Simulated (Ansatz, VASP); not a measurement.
**C3N2: VASP beside Ansatz**

```
CELL_PARAMETERS angstrom
2.52865 0.00000 0.00000
-1.26433 2.18988 0.00000
0.00000 0.00000 5.15467
ATOMIC_POSITIONS crystal
C 0.33333 0.66667 0.44876
C 0.66667 0.33333 0.55124
C 0.00000 0.00000 0.00000
N 0.33333 0.66667 0.16776
N 0.66667 0.33333 0.83224
```

Change from the starting cell: species swapped into the Mg2Sb3 type (P-3m1, No. 164).

Alike in both runs: task relaxation of cell and atoms; functional PBE; k mesh 12 × 12 × 6; occupations gaussian, width 0.02 eV; no spin polarisation.

```csv
,VASP,Ansatz
version,VASP 6.6.1,Ansatz 0.2.0
potentials or method,"VASP PAW PBE potentials, release 64 (C, N), cutoff 600 eV","scalar-relativistic, plane waves, PAW"
valence electrons in the cell,22,22
```

```tsv
	VASP	Ansatz	Ansatz less VASP
gap on the k mesh at the Fermi level, each at its own relaxed structure (eV)	1.62	1.61	-0.013
relaxed volume (Å³/atom)	5.70	5.71	+0.005
relaxed length of the cell vector where the two differ most in proportion (Å)	2.527	2.529	+0.0013
```
